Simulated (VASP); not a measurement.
# In3GaP4 (P1) in VASP: relaxation of cell and atoms with PBE

Aim: the relaxation of cell and atoms of In3GaP4 with PBE.

All numbers are computed with VASP 6.6.1; they aren't measurements. Logs are shortened: lines on timing, memory, paths and dates and some standing lists are left out, and cuts for length are marked.

**1. The cell of the first run**

The typed cell holds 8 atoms: a = 4.136 Å, b = 4.198 Å, c = 11.663 Å, α = 89.64°, β = 90.95°, γ = 90.09°.

**2. Relaxation of cell and atoms, PBE**

The input, INCAR:

```
PREC = Accurate
ENCUT = 600
EDIFF = 1E-6
ISMEAR = 0
SIGMA = 0.1
LREAL = False
LASPH = True
NELM = 100
ALGO = Normal
ISIF = 3
LWAVE = False
LCHARG = False
GGA = PE
IBRION = 2
NSW = 80
EDIFFG = -0.025
```

The input, KPOINTS:

```
regular mesh
0
Gamma
  4 4 1
```

The input, POSCAR:

```
In3GaP4
1.0
    4.1360127515     -0.0030395144     -0.0339841977
   -0.0030395144      4.1983618203      0.0131619578
   -0.0966763153      0.0374423900     11.6624830176
In Ga P
3 1 4
Direct
   -0.0331467370      0.0953306760      0.7328394934
    0.5146143030      0.4975943760     -0.0001317708
    0.0039828905     -0.0008644489      0.2457587089
    0.5123011442      0.4960281024      0.5030684850
    0.5203368833     -0.0146737580      0.8710828416
   -0.0123464208      0.4908827554      0.1408669289
    0.5011816243      0.0326884597      0.3977617316
   -0.0069236875      0.4030138373      0.6087535815
```

Potentials or basis: VASP PAW PBE potentials, release 64 (In_d, Ga_d, P).

Command:

```sh
$ cat potpaw_PBE.64/In_d/POTCAR potpaw_PBE.64/Ga_d/POTCAR potpaw_PBE.64/P/POTCAR > POTCAR
$ mpirun -np 1 vasp_std > vasp.out
```

OUTCAR:

```text
PREC = Accurate
   ENCUT = 600
   EDIFF = 1E-6
   ISMEAR = 0
   LREAL = False
   LASPH = True
   NELM = 100
   ISIF = 3
   GGA = PE
   IBRION = 2
   NSW = 80
   EDIFFG = -0.025

 ion  position               nearest neighbor table
   1  0.967  0.095  0.733-   8 1.94   5 2.51   5 2.82   8 3.26
   2  0.515  0.498  1.000-   5 2.53   6 2.54   5 2.63   6 2.75
   3  0.004  0.999  0.246-   6 2.39   6 2.47   7 2.70   7 2.76
   4  0.512  0.496  0.503-   7 2.31   8 2.35   8 2.52   7 2.56
   5  0.520  0.985  0.871-   1 2.51   2 2.53   2 2.63   1 2.82
   6  0.988  0.491  0.141-   3 2.39   3 2.47   2 2.54   2 2.75
   7  0.501  0.033  0.398-   4 2.31   4 2.56   3 2.70   3 2.76
   8  0.993  0.403  0.609-   1 1.94   4 2.35   4 2.52   1 3.26

  LATTYP: Found a triclinic cell.
 ALAT       =     4.1983835520
 B/A-ratio  =     1.4027294119
 C/A-ratio  =     3.1330824594
 COS(alpha) =     0.0004304101
 COS(beta)  =     0.3252726562
 COS(gamma) =     0.7118532120

  Lattice vectors:

 A1 = (   0.0030395144,  -4.1983618203,  -0.0131619578)
 A2 = (  -4.1329732371,  -4.1953223059,   0.0208222399)
 A3 = (   4.2357285812,  -4.2388437247, -11.7096291731)

Analysis of symmetry for initial positions (statically):
=====================================================================
 Subroutine PRICEL returns:
 Original cell was already a primitive cell.

 Routine SETGRP: Setting up the symmetry group for a
 triclinic supercell.

 Subroutine GETGRP returns: Found  1 space group operations
 (whereof  1 operations were pure point group operations)
 out of a pool of  2 trial point group operations.

The static configuration has the point symmetry C_1 .

Analysis of symmetry for dynamics (positions and initial velocities):
=====================================================================
 Subroutine PRICEL returns:
 Original cell was already a primitive cell.

 Routine SETGRP: Setting up the symmetry group for a
 triclinic supercell.

 Subroutine GETGRP returns: Found  1 space group operations
 (whereof  1 operations were pure point group operations)
 out of a pool of  2 trial point group operations.

The dynamic configuration has the point symmetry C_1 .

 Subroutine INISYM returns: Found  1 space group operations
 (whereof  1 operations are pure point group operations),
 and found     1 'primitive' translations

----------------------------------------------------------------------------------------

                                     Primitive cell

  volume of cell :     202.4970

  direct lattice vectors                    reciprocal lattice vectors
     4.136012752 -0.003039514 -0.033984198     0.241795340  0.000168772  0.002003824
    -0.003039514  4.198361820  0.013161958     0.000168772  0.238190657 -0.000763312
    -0.096676315  0.037442390 11.662483018     0.000704395 -0.000268324  0.085751734

  length of vectors
     4.136153484  4.198383552 11.662943813     0.241803702  0.238191940  0.085755047

  position of ions in fractional coordinates (direct lattice)
     0.966853263  0.095330676  0.732839493
     0.514614303  0.497594376  0.999868229
     0.003982890  0.999135551  0.245758709
     0.512301144  0.496028102  0.503068485
     0.520336883  0.985326242  0.871082842
     0.987653579  0.490882755  0.140866929
     0.501181624  0.032688460  0.397761732
     0.993076313  0.403013837  0.608753581

  ion indices of the primitive-cell ions
   primitive index   ion index
                 1           1
                 2           2
                 3           3
                 4           4
                 5           5
                 6           6
                 7           7
                 8           8

----------------------------------------------------------------------------------------

 KPOINTS: regular mesh

Automatic generation of k-mesh.
 Grid dimensions read from file:
 generate k-points for:    4    4    1

 Generating k-lattice:

  Cartesian coordinates                     Fractional coordinates (reciprocal lattice)
     0.060448835  0.000042193  0.000500956     0.250000000 -0.000000000  0.000000000
     0.000042193  0.059547664 -0.000190828     0.000000000  0.250000000  0.000000000
     0.000704395 -0.000268324  0.085751734     0.000000000  0.000000000  1.000000000

  Length of vectors
     0.060450926  0.059547985  0.085755047

  Shift w.r.t. Gamma in fractional coordinates (k-lattice)
     0.000000000  0.000000000  0.000000000

 Subroutine IBZKPT returns following result:
 ===========================================

 Found     10 irreducible k-points:

 Following reciprocal coordinates:
            Coordinates               Weight
  0.000000  0.000000  0.000000      1.000000
  0.250000  0.000000 -0.000000      2.000000
  0.500000  0.000000 -0.000000      1.000000
 -0.000000  0.250000  0.000000      2.000000
  0.250000  0.250000 -0.000000      2.000000
  0.500000  0.250000 -0.000000      2.000000
 -0.250000  0.250000  0.000000      2.000000
 -0.000000  0.500000  0.000000      1.000000
  0.250000  0.500000 -0.000000      2.000000
  0.500000  0.500000 -0.000000      1.000000
   k-points           NKPTS =     10   k-points in BZ     NKDIM =     10   number of bands    NBANDS=     43
   number of dos      NEDOS =    301   number of ions     NIONS =      8
   total plane-waves  NPLWV = 124416
   dimension x,y,z NGX =    36 NGY =   36 NGZ =   96
   dimension x,y,z NGXF=    72 NGYF=   72 NGZF=  192
   ions per type =               3   1   4
   NGX,Y,Z   is equivalent  to a cutoff of  14.47, 14.26, 13.68 a.u.
   NGXF,Y,Z  is equivalent  to a cutoff of  28.94, 28.51, 27.37 a.u.
 SYSTEM =  unknown system
   PREC   = accura    normal or accurate (medium, high low for compatibility)
   ISTART =      0    job   : 0-new  1-cont  2-samecut
   ICHARG =      2    charge: 1-file 2-atom 10-const
   ISPIN  =      1    spin polarized calculation?
   LNONCOLLINEAR =      F non collinear calculations
   LSORBIT =      F    spin-orbit coupling
   LASPH  =      T    aspherical Exc in radial PAW
   ENCUT  =  600.0 eV  44.10 Ry    6.64 a.u.   8.26  8.39 23.29*2*pi/ulx,y,z
   NELM   =    100;   NELMIN=  2; NELMDL= -5     # of ELM steps
   EDIFF  = 0.1E-05   stopping-criterion for ELM
   LREAL  =      F    real-space projection
   EDIFFG = -.3E-01   stopping-criterion for IOM
   NSW    =     80    number of steps for IOM
   IBRION =      2    ionic relax: 0-MD 1-quasi-New 2-CG
   NFREE  =      1    steps in history (QN), initial steepest desc. (CG)
   ISIF   =      3    stress and relaxation
   ISYM   =      2    0-nonsym 1-usesym 2-fastsym
   POTIM  = 0.5000    time-step for ionic-motion
   TEBEG  =    0.0;   TEEND  =   0.0 temperature during run
   PSTRESS=    0.0 pullay stress
   NELECT =      72.0000    total number of electrons
   NUPDOWN=      -1.0000    fix difference up-down
   EMIN   =  10.00;   EMAX   =-10.00  energy-range for DOS
   EFERMI =   0.00;   METHOD = LEGACY
   ISMEAR =     0;   SIGMA  =   0.10  broadening in eV -4-tet -1-fermi 0-gaus
   EFERMI_NEDOS =   21; number of points for ismear=-14 and -15
   IALGO  =     38    algorithm
   IMIX   =      4    mixing-type and parameters
     AMIX     =   0.40;   BMIX     =  1.00
     AMIX_MAG =   1.60;   BMIX_MAG =  1.00
  volume/ion in A,a.u.               =      25.31       170.81
  Fermi-wavevector in a.u.,A,eV,Ry     =   1.159790  2.191686 18.301380  1.345114
  Thomas-Fermi vector in A             =   2.296379
   LORBIT       =      0    0 simple, 1 ext, 2 COOP (PROOUT), +10 PAW based schemes
   GGA     = PE    functional components
   LHFCALC =     F    Hartree Fock is set to
   AEXX    =    0.0000 exact exchange contribution
   IVDW    =     0    specifies the selected vdW correction
   LEPSILON=     F    determine dielectric tensor
   LRPA    =     F    only Hartree local field effects (RPA)
 conjugate gradient relaxation of ions
 non-spin polarized calculation
 Gauss-broadening in eV      SIGMA  =   0.10
  energy-cutoff  :      600.00
  volume of cell :      202.50
 maximum number of plane-waves:      6774
 NGX is ok and might be reduce to    36
   NGX = 17   NGY = 17   NGZ = 47

--------------------------------------- Ionic step        1  -------------------------------------------

 number of electron      71.9999997 magnetization

 Free energy of the ion-electron system (eV)
  ---------------------------------------------------
  ext. energy  EPLUGINS =         0.00000000
  ---------------------------------------------------
  free energy    TOTEN  =       -30.09104378 eV

  energy without entropy =      -30.08716881  energy(sigma->0) =      -30.08910629

------------------------ aborting loop because EDIFF is reached ----------------------------------------

  FORCE on cell =-STRESS in cart. coord.  units (eV):
  Direction    XX          YY          ZZ          XY          YZ          ZX
  --------------------------------------------------------------------------------------
  -------------------------------------------------------------------------------------
  Total       -1.9225531     11.4081669     12.7857226      1.2796769    -11.7846729      0.0712493
  in kB      -15.2114403     90.2626043    101.1619683     10.1249369    -93.2415587      0.5637319
  external PRESSURE =      58.7377107 kB  Pullay stress =       0.0000000 kB
[... 107 lines left out ...]
  FREE ENERGIE OF THE ION-ELECTRON SYSTEM (eV)
  ---------------------------------------------------
  free  energy   TOTEN  =       -31.3165437357 eV

  energy  without entropy=      -31.3107979219  energy(sigma->0) =      -31.31367083

 E-fermi :   4.4585     XC(G=0):  -8.9600

 val. band max:        4.4107908110   @ k =   0.0000   0.0000   0.0000
 cond. band min:       4.5038030910   @ k =   0.0000   0.0000   0.0000
 fundamental gap:      0.0930122801
 Fermi energy:         4.4584862288

 k-point     1 :       0.0000    0.0000    0.0000
  band No.  band energies     occupation
      1     -10.4285      2.00000
      2     -10.3661      2.00000
      3     -10.3529      2.00000
      4     -10.3364      2.00000
      5     -10.3081      2.00000
      6     -10.2506      2.00000
[... 449 lines left out ...]
     42       7.9340      0.00000
     43       8.6246      0.00000

[... ionic steps 4 to 21 ...]

--------------------------------------- Ionic step       22  -------------------------------------------

 number of electron      71.9999990 magnetization

------------------------ aborting loop because EDIFF is reached ----------------------------------------

  FORCE on cell =-STRESS in cart. coord.  units (eV):
  Direction    XX          YY          ZZ          XY          YZ          ZX
  --------------------------------------------------------------------------------------
  -------------------------------------------------------------------------------------
  Total       -0.0091342     -0.0456084     -0.0264722      0.0099751     -0.0280454     -0.0050462
  in kB       -0.0732291     -0.3656418     -0.2122271      0.0799702     -0.2248394     -0.0404554
  external PRESSURE =      -0.2170327 kB  Pullay stress =       0.0000000 kB
[... 69 lines left out ...]
  energy  without entropy=      -34.0218265747  energy(sigma->0) =      -34.02182801

--------------------------------------- Ionic step       24  -------------------------------------------

 number of electron      71.9999986 magnetization

 Free energy of the ion-electron system (eV)
  ---------------------------------------------------
  ext. energy  EPLUGINS =         0.00000000
  ---------------------------------------------------
  free energy    TOTEN  =       -34.02213785 eV

  energy without entropy =      -34.02213549  energy(sigma->0) =      -34.02213667

 E-fermi :   4.9632     XC(G=0):  -9.2143

 val. band max:        4.6691435948   @ k =   0.0000   0.0000   0.0000
 cond. band min:       5.2464239114   @ k =   0.0000   0.0000   0.0000
 fundamental gap:      0.5772803166
 Fermi energy:         4.9632352904

 k-point     1 :       0.0000    0.0000    0.0000
  band No.  band energies     occupation
      1      -9.9597      2.00000
      2      -9.9155      2.00000
      3      -9.9153      2.00000
      4      -9.8902      2.00000
      5      -9.8270      2.00000
      6      -9.6128      2.00000
[... 484 lines left out ...]
  FREE ENERGIE OF THE ION-ELECTRON SYSTEM (eV)
  ---------------------------------------------------
  free  energy   TOTEN  =       -34.0221378533 eV

  energy  without entropy=      -34.0221354872  energy(sigma->0) =      -34.02213667

 reached required accuracy - stopping structural energy minimisation
```

It took 15 min on 1 thread of Intel Xeon 6975P-C (Granite Rapids), shared host; peak memory 0.42 GiB.

What came out:

| Item | Value |
| --- | --- |
| Free energy | -34.0221 eV |
| Relaxed volume | 24.96 Å³/atom |
| Relaxed cell | a = 4.144 Å, b = 4.145 Å, c = 11.625 Å, α = 90.03°, β = 90.00°, γ = 89.99° |
| Space group after relaxing (to 0.1 Å) | P-4m2 (No. 115) |
| Energy gained by relaxing | 491.4 meV/atom |
| Ionic steps | 24 |
| Pressure after relaxing | 0.0 GPa |
| Largest force after relaxing | 0.024 eV/Å |
| Band gap on the k mesh | 0.58 eV |

Forces on the atoms (eV/Å):
```
In   0.018  0.002 -0.006
In  -0.007  0.006  0.016
In  -0.007  0.003  0.004
Ga  -0.010 -0.011 -0.019
P    0.007  0.019  0.010
P   -0.001  0.009  0.000
P   -0.002 -0.006 -0.008
P    0.001 -0.022  0.003
```

The path:
```
step  energy change (eV)  largest force (eV/Å)  pressure (GPa)  volume (Å³)
   1              0.0000               13.3206            5.87       202.50
   2             -0.6666                4.6764           -0.76       229.39
   3             -1.2255                4.2417           -1.32       225.30
   4             -1.6832                3.8617           -1.70       221.87
   5             -2.6479                2.2683           -1.46       212.22
   6             -2.5775                2.2026           -0.11       207.84
   7             -2.6877                1.9842           -1.15       210.81
   8             -2.6903                1.9046           -1.02       210.31
   9             -3.3717                1.6242           -1.36       207.05
  10             -3.6745                1.3065           -0.62       202.71
  11             -3.6773                1.3469           -0.77       203.11
  12             -3.8458                0.5762            0.51       198.38
  13             -3.8528                0.5482            0.90       197.26
  14             -3.9112                0.2165           -0.25       200.61
  15             -3.9119                0.2418           -0.37       201.02
  16             -3.9237                0.1589            0.08       199.56
  17             -3.9242                0.1408            0.20       199.23
  18             -3.9281                0.0802           -0.01       199.82
  19             -3.9283                0.0794           -0.07       200.01
  20             -3.9298                0.0489            0.00       199.80
  21             -3.9301                0.0494            0.05       199.65
  22             -3.9307                0.0309           -0.02       199.85
  23             -3.9308                0.0350           -0.05       199.93
  24             -3.9311                0.0241            0.03       199.71
```

Final structure:
```yaml
crystal:
  lattice:
    - [4.14450, -0.00016, 0.00000]
    - [0.00062, 4.14515, -0.00175]
    - [-0.00043, -0.00043, 11.62495]
  atoms:
    - { symbol: In, position: [0.99676, 0.00215, 0.74056] }
    - { symbol: In, position: [0.50088, 0.49686, 0.99973] }
    - { symbol: In, position: [0.00127, 0.99876, 0.25943] }
    - { symbol: Ga, position: [0.50124, 0.50250, 0.50028] }
    - { symbol: P, position: [0.49733, 0.99712, 0.87008] }
    - { symbol: P, position: [0.00084, 0.49843, 0.12960] }
    - { symbol: P, position: [0.50107, 0.00179, 0.39012] }
    - { symbol: P, position: [0.00060, 0.50240, 0.61019] }
```

Caveat: the k points lie up to 0.54 Å⁻¹ apart in the final cell; spin-orbit coupling is left out, which moves the levels of the heavy elements.
